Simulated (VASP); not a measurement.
# RuS2 (Pa-3) in VASP: a series of runs

RuS2 is run at these levels: LDA; tasks: single point.

Everything below comes from runs of VASP 6.6.1. Logs are shortened: lines on timing, memory, paths and dates and some standing lists are left out, and cuts for length are marked.

**1. The cell of the first run**

The structure is cubic, space group Pa-3 (No. 205). The conventional cell has a = 5.611 Å, b = 5.611 Å, c = 5.611 Å, α = 90.00°, β = 90.00°, γ = 90.00°. Ru (site symmetry -3) has 6 S at 2.35 Å within 3.1 Å. S (site symmetry 3) has 1 S at 2.17 Å and 3 Ru at 2.35 Å within 2.9 Å.

**2. Single point, LDA**

INCAR

```
PREC = Accurate
ENCUT = 520
EDIFF = 1E-7
ISMEAR = 0
SIGMA = 0.15
LREAL = F
LASPH = T
NELM = 80
ALGO = Normal
ISIF = 2
LWAVE = F
LCHARG = T
GGA = CA
LELF = T
LVHAR = T
NBANDS = 64
```

KPOINTS

```
regular mesh
0
Gamma
  4 4 4
```

POSCAR

```
RuS2
1.0
    5.6106000000      0.0000000000      0.0000000000
    0.0000000000      5.6106000000      0.0000000000
    0.0000000000      0.0000000000      5.6106000000
Ru S
4 8
Direct
    0.0000000000      0.0000000000      0.0000000000
    0.5000000000      0.0000000000      0.5000000000
    0.5000000000      0.5000000000      0.0000000000
    0.0000000000      0.5000000000      0.5000000000
    0.3883100000      0.3883100000      0.3883100000
    0.1116900000      0.6116900000      0.8883100000
    0.8883100000      0.1116900000      0.6116900000
    0.6116900000      0.8883100000      0.1116900000
    0.6116900000      0.6116900000      0.6116900000
    0.8883100000      0.3883100000      0.1116900000
    0.1116900000      0.8883100000      0.3883100000
    0.3883100000      0.1116900000      0.8883100000
```

Potentials or basis: VASP PAW LDA potentials, release 64 (Ru_pv, S).

Run with:

```bash
$ cat potpaw_LDA.64/Ru_pv/POTCAR potpaw_LDA.64/S/POTCAR > POTCAR
$ mpirun -np 1 vasp_std > vasp.out
```

OUTCAR:

```text
PREC = Accurate
   ENCUT = 520
   EDIFF = 1E-7
   ISMEAR = 0
   LREAL = F
   LASPH = T
   NELM = 80
   ISIF = 2
   GGA = CA

 ion  position               nearest neighbor table
   1  0.000  0.000  0.000-   6 2.35   7 2.35   8 2.35  10 2.35  11 2.35  12 2.35
   2  0.500  0.000  0.500-   5 2.35   7 2.35   8 2.35   9 2.35  11 2.35  12 2.35
   3  0.500  0.500  0.000-   5 2.35   6 2.35   8 2.35   9 2.35  10 2.35  12 2.35
   4  0.000  0.500  0.500-   5 2.35   6 2.35   7 2.35   9 2.35  10 2.35  11 2.35
   5  0.388  0.388  0.388-   9 2.17   3 2.35   4 2.35   2 2.35
   6  0.112  0.612  0.888-  10 2.17   3 2.35   4 2.35   1 2.35
   7  0.888  0.112  0.612-  11 2.17   2 2.35   4 2.35   1 2.35
   8  0.612  0.888  0.112-  12 2.17   2 2.35   3 2.35   1 2.35
   9  0.612  0.612  0.612-   5 2.17   3 2.35   4 2.35   2 2.35
  10  0.888  0.388  0.112-   6 2.17   3 2.35   4 2.35   1 2.35
  11  0.112  0.888  0.388-   7 2.17   2 2.35   4 2.35   1 2.35
  12  0.388  0.112  0.888-   8 2.17   2 2.35   3 2.35   1 2.35

  LATTYP: Found a simple cubic cell.
 ALAT       =     5.6106000000

  Lattice vectors:

 A1 = (   5.6106000000,   0.0000000000,   0.0000000000)
 A2 = (   0.0000000000,   5.6106000000,   0.0000000000)
 A3 = (   0.0000000000,   0.0000000000,   5.6106000000)

Analysis of symmetry for initial positions (statically):
=====================================================================
 Subroutine PRICEL returns:
 Original cell was already a primitive cell.

 Routine SETGRP: Setting up the symmetry group for a
 simple cubic supercell.

 Subroutine GETGRP returns: Found 24 space group operations
 (whereof  6 operations were pure point group operations)
 out of a pool of 48 trial point group operations.

The static configuration has the point symmetry S_6 .
 The point group associated with its full space group is T_h .

Analysis of symmetry for dynamics (positions and initial velocities):
=====================================================================
 Subroutine PRICEL returns:
 Original cell was already a primitive cell.

 Routine SETGRP: Setting up the symmetry group for a
 simple cubic supercell.

 Subroutine GETGRP returns: Found 24 space group operations
 (whereof  6 operations were pure point group operations)
 out of a pool of 48 trial point group operations.

The dynamic configuration has the point symmetry S_6 .
 The point group associated with its full space group is T_h .

 Subroutine INISYM returns: Found 24 space group operations
 (whereof  6 operations are pure point group operations),
 and found     1 'primitive' translations

----------------------------------------------------------------------------------------

                                     Primitive cell

  volume of cell :     176.6151

  direct lattice vectors                    reciprocal lattice vectors
     5.610600000  0.000000000  0.000000000     0.178234057  0.000000000  0.000000000
     0.000000000  5.610600000  0.000000000     0.000000000  0.178234057  0.000000000
     0.000000000  0.000000000  5.610600000     0.000000000  0.000000000  0.178234057

  length of vectors
     5.610600000  5.610600000  5.610600000     0.178234057  0.178234057  0.178234057

  position of ions in fractional coordinates (direct lattice)
     0.000000000  0.000000000  0.000000000
     0.500000000  0.000000000  0.500000000
     0.500000000  0.500000000  0.000000000
     0.000000000  0.500000000  0.500000000
     0.388310000  0.388310000  0.388310000
     0.111690000  0.611690000  0.888310000
     0.888310000  0.111690000  0.611690000
     0.611690000  0.888310000  0.111690000
     0.611690000  0.611690000  0.611690000
     0.888310000  0.388310000  0.111690000
     0.111690000  0.888310000  0.388310000
     0.388310000  0.111690000  0.888310000

  ion indices of the primitive-cell ions
   primitive index   ion index
                 1           1
                 2           2
                 3           3
                 4           4
                 5           5
                 6           6
                 7           7
                 8           8
                 9           9
                10          10
                11          11
                12          12

----------------------------------------------------------------------------------------

 KPOINTS: regular mesh

Automatic generation of k-mesh.
 Grid dimensions read from file:
 generate k-points for:    4    4    4

 Generating k-lattice:

  Cartesian coordinates                     Fractional coordinates (reciprocal lattice)
     0.044558514  0.000000000  0.000000000     0.250000000  0.000000000  0.000000000
     0.000000000  0.044558514  0.000000000     0.000000000  0.250000000  0.000000000
     0.000000000  0.000000000  0.044558514     0.000000000  0.000000000  0.250000000

  Length of vectors
     0.044558514  0.044558514  0.044558514

  Shift w.r.t. Gamma in fractional coordinates (k-lattice)
     0.000000000  0.000000000  0.000000000

 Subroutine IBZKPT returns following result:
 ===========================================

 Found     11 irreducible k-points:

 Following reciprocal coordinates:
            Coordinates               Weight
  0.000000  0.000000  0.000000      1.000000
  0.250000  0.000000  0.000000      6.000000
  0.500000  0.000000  0.000000      3.000000
  0.250000  0.250000  0.000000     12.000000
  0.500000  0.250000  0.000000      6.000000
 -0.250000  0.500000  0.000000      6.000000
  0.500000  0.500000  0.000000      3.000000
  0.250000  0.250000  0.250000      8.000000
  0.500000  0.250000  0.250000     12.000000
  0.500000  0.500000  0.250000      6.000000
  0.500000  0.500000  0.500000      1.000000
   k-points           NKPTS =     11   k-points in BZ     NKDIM =     11   number of bands    NBANDS=     64
   number of dos      NEDOS =    301   number of ions     NIONS =     12
   total plane-waves  NPLWV =  74088
   dimension x,y,z NGX =    42 NGY =   42 NGZ =   42
   dimension x,y,z NGXF=    84 NGYF=   84 NGZF=   84
   ions per type =               4   8
   NGX,Y,Z   is equivalent  to a cutoff of  12.44, 12.44, 12.44 a.u.
   NGXF,Y,Z  is equivalent  to a cutoff of  24.89, 24.89, 24.89 a.u.
 SYSTEM =  unknown system
   PREC   = accura    normal or accurate (medium, high low for compatibility)
   ISTART =      0    job   : 0-new  1-cont  2-samecut
   ICHARG =      2    charge: 1-file 2-atom 10-const
   ISPIN  =      1    spin polarized calculation?
   LNONCOLLINEAR =      F non collinear calculations
   LSORBIT =      F    spin-orbit coupling
   LASPH  =      T    aspherical Exc in radial PAW
   ENCUT  =  520.0 eV  38.22 Ry    6.18 a.u.  10.43 10.43 10.43*2*pi/ulx,y,z
   NELM   =     80;   NELMIN=  2; NELMDL= -5     # of ELM steps
   EDIFF  = 0.1E-06   stopping-criterion for ELM
   LREAL  =      F    real-space projection
   EDIFFG = 0.1E-05   stopping-criterion for IOM
   NSW    =      0    number of steps for IOM
   IBRION =     -1    ionic relax: 0-MD 1-quasi-New 2-CG
   NFREE  =      0    steps in history (QN), initial steepest desc. (CG)
   ISIF   =      2    stress and relaxation
   ISYM   =      2    0-nonsym 1-usesym 2-fastsym
   POTIM  = 0.5000    time-step for ionic-motion
   TEBEG  =    0.0;   TEEND  =   0.0 temperature during run
   PSTRESS=    0.0 pullay stress
   NELECT =     104.0000    total number of electrons
   NUPDOWN=      -1.0000    fix difference up-down
   EMIN   =  10.00;   EMAX   =-10.00  energy-range for DOS
   EFERMI =   0.00;   METHOD = LEGACY
   ISMEAR =     0;   SIGMA  =   0.15  broadening in eV -4-tet -1-fermi 0-gaus
   EFERMI_NEDOS =   21; number of points for ismear=-14 and -15
   IALGO  =     38    algorithm
   IMIX   =      4    mixing-type and parameters
     AMIX     =   0.40;   BMIX     =  1.00
     AMIX_MAG =   1.60;   BMIX_MAG =  1.00
  volume/ion in A,a.u.               =      14.72        99.32
  Fermi-wavevector in a.u.,A,eV,Ry     =   1.372176  2.593038 25.617978  1.882868
  Thomas-Fermi vector in A             =   2.497807
   LORBIT       =      0    0 simple, 1 ext, 2 COOP (PROOUT), +10 PAW based schemes
   GGA     = CA    functional components
   LHFCALC =     F    Hartree Fock is set to
   AEXX    =    0.0000 exact exchange contribution
   IVDW    =     0    specifies the selected vdW correction
   LEPSILON=     F    determine dielectric tensor
   LRPA    =     F    only Hartree local field effects (RPA)
 non-spin polarized calculation
 Gauss-broadening in eV      SIGMA  =   0.15
  energy-cutoff  :      520.00
  volume of cell :      176.62
 maximum number of plane-waves:      4780
 NGX is ok and might be reduce to    42
   NGX = 21   NGY = 21   NGZ = 21

 number of electron     104.0000017 magnetization

 Free energy of the ion-electron system (eV)
  ---------------------------------------------------
  ext. energy  EPLUGINS =         0.00000000
  ---------------------------------------------------
  free energy    TOTEN  =       -89.10023288 eV

  energy without entropy =      -89.10020195  energy(sigma->0) =      -89.10021741

 E-fermi :   9.2369     XC(G=0): -12.1945

 val. band max:        8.8510285517   @ k =   0.5000   0.0000   0.0000
 cond. band min:       9.5574351076   @ k =   0.0000   0.0000   0.0000
 fundamental gap:      0.7064065560
 Fermi energy:         9.2369382803

 k-point     1 :       0.0000    0.0000    0.0000
  band No.  band energies     occupation
      1     -32.9129      2.00000
      2     -32.9129      2.00000
      3     -32.9129      2.00000
      4     -32.9030      2.00000
      5     -32.9030      2.00000
      6     -32.8997      2.00000
[... 56 lines left out ...]
     63      13.9827      0.00000
     64      13.9827      0.00000

 k-point     2 :       0.2500    0.0000    0.0000
  band No.  band energies     occupation
      1     -32.9115      2.00000
      2     -32.9115      2.00000
      3     -32.9115      2.00000
      4     -32.9045      2.00000
      5     -32.9026      2.00000
      6     -32.9011      2.00000
[... 56 lines left out ...]
     63      13.4075      0.00000
     64      13.6581      0.00000

 k-point     3 :       0.5000    0.0000    0.0000
  band No.  band energies     occupation
      1     -32.9095      2.00000
      2     -32.9095      2.00000
      3     -32.9080      2.00000
      4     -32.9080      2.00000
      5     -32.9031      2.00000
      6     -32.9031      2.00000
[... 525 lines left out ...]
     63      12.5722      0.00000
     64      12.5722      0.00000

 k-point    11 :       0.5000    0.5000    0.5000
  band No.  band energies     occupation
      1     -32.9124      2.00000
      2     -32.9124      2.00000
      3     -32.9124      2.00000
      4     -32.9124      2.00000
      5     -32.8990      2.00000
      6     -32.8990      2.00000
[... 56 lines left out ...]
     63      12.7715      0.00000
     64      12.7715      0.00000

------------------------ aborting loop because EDIFF is reached ----------------------------------------

  FORCE on cell =-STRESS in cart. coord.  units (eV):
  Direction    XX          YY          ZZ          XY          YZ          ZX
  --------------------------------------------------------------------------------------
  -------------------------------------------------------------------------------------
  Total       -6.9463403     -6.9463403     -6.9463403     -0.0000000     -0.0000000     -0.0000000
  in kB      -63.0142422    -63.0142422    -63.0142422     -0.0000000     -0.0000000     -0.0000000
  external PRESSURE =     -63.0142422 kB  Pullay stress =       0.0000000 kB

 VOLUME and BASIS-vectors are now :
 -----------------------------------------------------------------------------
  energy-cutoff  :      520.00
  volume of cell :      176.62
      direct lattice vectors                 reciprocal lattice vectors
     5.610600000  0.000000000  0.000000000     0.178234057  0.000000000  0.000000000
     0.000000000  5.610600000  0.000000000     0.000000000  0.178234057  0.000000000
     0.000000000  0.000000000  5.610600000     0.000000000  0.000000000  0.178234057

 POSITION                                       TOTAL-FORCE (eV/Angst)
 -----------------------------------------------------------------------------------
      0.00000      0.00000      0.00000         0.000000     -0.000000     -0.000000
      2.80530      0.00000      2.80530         0.000000     -0.000000     -0.000000
      2.80530      2.80530      0.00000         0.000000     -0.000000     -0.000000
      0.00000      2.80530      2.80530         0.000000     -0.000000     -0.000000
      2.17865      2.17865      2.17865        -0.179261     -0.179261     -0.179261
      0.62665      3.43195      4.98395         0.179261      0.179261     -0.179261
      4.98395      0.62665      3.43195        -0.179261      0.179261      0.179261
      3.43195      4.98395      0.62665         0.179261     -0.179261      0.179261
      3.43195      3.43195      3.43195         0.179261      0.179261      0.179261
      4.98395      2.17865      0.62665        -0.179261     -0.179261      0.179261
      0.62665      4.98395      2.17865         0.179261     -0.179261     -0.179261
      2.17865      0.62665      4.98395        -0.179261      0.179261     -0.179261
 -----------------------------------------------------------------------------------
    total drift:                                0.000000     -0.000000     -0.000000

  FREE ENERGIE OF THE ION-ELECTRON SYSTEM (eV)
  ---------------------------------------------------
  free  energy   TOTEN  =       -89.1002328782 eV

  energy  without entropy=      -89.1002019469  energy(sigma->0) =      -89.10021741
```

Wall time 2.6 min (1 thread of Intel Xeon Platinum 8375C at 2.90GHz (Ice Lake), shared host); peak memory 0.25 GiB.

Results:

```
Free energy            : -89.1002 eV
Pressure               : -6.3 GPa
Largest force          : 0.310 eV/Å
Band gap on the k mesh : 0.71 eV (least direct gap 0.92 eV)
```

Forces on the atoms (eV/Å):
```
Ru   0.000  0.000  0.000
Ru   0.000  0.000  0.000
Ru   0.000  0.000  0.000
Ru   0.000  0.000  0.000
S   -0.179 -0.179 -0.179
S    0.179  0.179 -0.179
S   -0.179  0.179  0.179
S    0.179 -0.179  0.179
S    0.179  0.179  0.179
S   -0.179 -0.179  0.179
S    0.179 -0.179 -0.179
S   -0.179  0.179 -0.179
```

Caveat: the cell stands under tension.

**3. Single point, LDA**

INCAR

```
SYSTEM = RuS2
PREC = Accurate ; ENCUT = 520
EDIFF = 1E-6 ; ISMEAR = 0
SIGMA = 0.15 ; LREAL = .False.
LASPH = .True. ; NELM = 100
ALGO = Normal ; ISIF = 2
LWAVE = .False. ; LCHARG = .False.
NBANDS = 64
```

KPOINTS

```
regular mesh
0
Gamma
  4 4 4
  0 0 0
```

POSCAR is that of step 2.

Potentials or basis: VASP PAW LDA potentials, release 64 (Ru_pv, S).

Run with:

```bash
$ cat potpaw_LDA.64/Ru_pv/POTCAR potpaw_LDA.64/S/POTCAR > POTCAR
$ mpirun -np 1 vasp_std > vasp.out
```

It took 2.3 min on 1 thread of Intel Xeon Platinum 8375C at 2.90GHz (Ice Lake), shared host; peak memory 0.25 GiB.

Results (log left out):

```yaml
Free_energy: -89.1002 eV
Pressure: -6.3 GPa
Largest_force: 0.311 eV/Å
Band_gap_on_the_k_mesh: 0.71 eV (least direct gap 0.92 eV)
```

Forces in eV/Å, atoms in the order of the input:
```
Ru   0.000  0.000  0.000
Ru   0.000  0.000  0.000
Ru   0.000  0.000  0.000
Ru   0.000  0.000  0.000
S   -0.179 -0.179 -0.179
S    0.179  0.179 -0.179
S   -0.179  0.179  0.179
S    0.179 -0.179  0.179
S    0.179  0.179  0.179
S   -0.179 -0.179  0.179
S    0.179 -0.179 -0.179
S   -0.179  0.179 -0.179
```

Levels at points of the mesh, in eV from the valence-band top:
| k point | band 50 | band 51 | band 52 | band 53 | band 54 | band 55 |
| --- | --- | --- | --- | --- | --- | --- |
| (0.00, 0.00, 0.00) | -0.53 | -0.53 | -0.21 | 0.71 | 2.59 | 2.59 |
| (0.50, 0.00, 0.00) | -0.28 | 0.00 | 0.00 | 2.05 | 2.05 | 2.33 |
| (0.50, 0.50, 0.00) | -0.07 | -0.07 | -0.07 | 2.44 | 2.44 | 2.44 |
| (0.50, 0.50, 0.50) | -0.68 | -0.68 | -0.68 | 2.23 | 2.23 | 2.23 |

Caveat: the cell stands under tension.
